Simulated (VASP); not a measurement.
Write the native input for VASP 6.6.1 that does the following.

- Task: single point
- Functional: PBE
- Potentials or basis: VASP PAW PBE potentials, release 64 (Ti_sv, H)
- Cutoff: 520 eV
- k mesh: 9 × 9 × 1
- Occupations: gaussian, width 0.1 eV
- Spin: no spin polarisation
- Dipole correction: yes
- Further INCAR settings: ALGO = Normal; EDIFF = 1e-06; NBANDS = 40

The structure of Ti5H lies in POSCAR:

```
Ti5H
1.0
    2.9381632086      0.0000000000      0.0000000000
   -1.4690816043      2.5445239791      0.0000000000
    0.0000000000      0.0000000000     24.7117068140
Ti H
5 1
Direct
    0.6666666667      0.3333333334      0.1618666015
    0.3333333333      0.6666666667      0.2559609806
    0.6666666667      0.3333333334      0.3506708119
    0.3333333333      0.6666666667      0.4475655916
    0.9528296487      0.4764148244      0.5447873906
    1.3333333333      1.1666666666      0.5862882465
```

The input as run:

INCAR

```
PREC = Accurate
ENCUT = 520
EDIFF = 1E-6
ISMEAR = 0
SIGMA = 0.1
LREAL = False
LASPH = True
NELM = 60
ALGO = Normal
ISIF = 2
LWAVE = False
LCHARG = False
LDIPOL = True
IDIPOL = 3
DIPOL = 0.5 0.5 0.391
GGA = PE
NBANDS = 40
```

KPOINTS

```
Automatic mesh
0
Gamma
  9 9 1
```

Potentials or basis: VASP PAW PBE potentials, release 64 (Ti_sv, H).

The run is started by

```sh
$ cat potpaw_PBE.64/Ti_sv/POTCAR potpaw_PBE.64/H/POTCAR > POTCAR
$ mpirun -np 1 vasp_std > vasp.out
```

It gave:

- Largest force: 0.612 eV/Å
- Band gap on the k mesh: zero (an odd number of electrons rules out a gap without spin polarisation)

Wall time 3 min on 1 thread of Intel(R) Xeon(R) 6975P-C (Granite Rapids), with other jobs on the host, peak memory 0.4 GiB.
